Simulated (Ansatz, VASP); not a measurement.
Two plane-wave programs on Yb3InC

INCAR

```
  ALGO = Normal
  EDIFF = 1E-6
  ENCUT = 600
  GGA = PE
  GGA_COMPAT = F
  ISIF = 2
  ISMEAR = -1
  LASPH = T
  LCHARG = F
  LMAXMIX = 6
  LREAL = F
  LWAVE = F
  NBANDS = 52
  NELM = 200
  PREC = Accurate
  SIGMA = 0.1
```

File KPOINTS:

```
k-points
0
Gamma
  4 4 4
```

File POSCAR:

```
Yb3InC
1.0
    5.0632470000      0.0000000000      0.0000000000
    0.0000000000      5.0632470000      0.0000000000
    0.0000000000      0.0000000000      5.0632470000
Yb In C
3 1 1
Direct
    0.5000000000      0.0000000000      0.5000000000
    0.0000000000      0.5000000000      0.5000000000
    0.5000000000      0.5000000000      0.0000000000
    0.0000000000      0.0000000000      0.0000000000
    0.5000000000      0.5000000000      0.5000000000
```

Input for Ansatz:

```yaml
crystal:
  lattice:
    bravais: cubic
    a: 5.063247
  space_group: 221
  atoms:
    - { symbol: Yb, position: [0.5, 0.0, 0.5] }
    - { symbol: In, position: [0.0, 0.0, 0.0] }
    - { symbol: C, position: [0.5, 0.5, 0.5] }
kpoints:
  mp_grid:
    grid: [4, 4, 4]
hamiltonian:
  xc: pbe
scf:
  occupations:
    method: fermi_dirac
output:
  stress: true
```

Alike in both runs: task single point; functional PBE; k mesh 4 × 4 × 4; no spin polarisation.

|  | VASP | Ansatz |
| --- | --- | --- |
| version | VASP 6.6.1 | Ansatz 0.2.0 |
| potentials or method | VASP PAW PBE potentials, release 64 (Yb, In_d, C) | plane waves, PAW |
| plane-wave cutoff (eV) | 600 | 420 |
| occupations | fermi-dirac, width 0.1 eV | fermi-dirac |
| valence electrons in the cell | 89 | 89 |

VASP gave:

- pressure (GPa): -3.8

Task: Which values does Ansatz return?

Result: Pressure (GPa): -3.7.

Spin-orbit coupling is off throughout.
